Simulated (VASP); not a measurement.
A run of VASP 6.6.1:

INCAR

```
PREC = Accurate
ENCUT = 500
EDIFF = 1E-6
ISMEAR = -1
SIGMA = 0.06122561905347299
LREAL = F
LASPH = T
NELM = 120
ALGO = Normal
ISIF = 2
LWAVE = F
LCHARG = F
GGA = PE
NBANDS = 8
GGA_COMPAT = F
```

KPOINTS

```
Automatic mesh
0
Gamma
  20 20 20
```

File POSCAR:

```
Al
1.0
    2.6665545293      0.0000000000      0.0000000000
    0.0000000000      2.6665545293      0.0000000000
    0.0000000000      0.0000000000      2.6665545293
Al
1
Direct
    0.0000000000      0.0000000000      0.0000000000
```

Potentials or basis: VASP PAW PBE potentials, release 64 (Al).

The run is started by

```sh
$ cat potpaw_PBE.64/Al/POTCAR > POTCAR
$ mpirun -np 1 vasp_std > vasp.out
```

Hardware: 1 thread of Intel(R) Xeon(R) Platinum 8259CL CPU @ 2.50GHz (Skylake/Cascade Lake), with other jobs on the host.

**Question.** How long does it take, and how much memory?

**Answer.** Run time: 16 s on 1 thread of Intel(R) Xeon(R) Platinum 8259CL CPU @ 2.50GHz (Skylake/Cascade Lake), on a shared host, peak memory 0.14 GiB. Counts: scf iterations 9, k points 286.
